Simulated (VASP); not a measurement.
Set up this calculation in VASP 6.6.1, as the native input.

```
Task                   : single point
Functional             : PBE
Potentials or basis    : VASP PAW PBE potentials, release 64 (Hg)
Cutoff                 : 520 eV
k mesh                 : 14 × 14 × 8
Occupations            : fermi-dirac, width 0.05 eV
Spin                   : no spin polarisation
Dipole correction      : no
Further INCAR settings : ALGO = Normal; EDIFF = 1e-06; NBANDS = 19
```

The structure of Hg lies in POSCAR:

```
Hg
1.0
    2.8237647053      0.0000000000      0.0000000000
   -1.4118823527      2.4454519691      0.0000000000
    0.0000000000      0.0000000000      4.7124320756
Hg
2
Direct
    0.3333333333      0.6666666667      0.2500000000
    0.6666666667      0.3333333333      0.7500000000
```

These files were run (other wordings do the same):

INCAR

```
SYSTEM = Hg
PREC = Accurate ; ENCUT = 520
EDIFF = 1E-6 ; ISMEAR = -1
SIGMA = 0.05 ; LREAL = .FALSE.
LASPH = .TRUE. ; NELM = 60
ALGO = Normal ; ISIF = 2
LWAVE = .FALSE. ; LCHARG = .FALSE.
GGA = PE ; NBANDS = 19
```

KPOINTS

```
Automatic mesh
0
G
  14 14 8
  0 0 0
```

Potentials or basis: VASP PAW PBE potentials, release 64 (Hg).

The run is started by

```console
$ cat potpaw_PBE.64/Hg/POTCAR > POTCAR
$ mpirun -np 1 vasp_std > vasp.out
```

Results of the run:

```yaml
Pressure: 60.8 GPa
Band_gap_on_the_k_mesh: zero (band 12 reaches 7.75 eV, above the bottom of band 13 at 5.75 eV)
```

Caveat: spin-orbit coupling is left out, which moves the levels of the heavy elements.

It took 54 s on 1 thread of Intel(R) Xeon(R) Platinum 8259CL CPU @ 2.50GHz (Skylake/Cascade Lake), with other jobs on the host, peak memory 0.19 GiB.
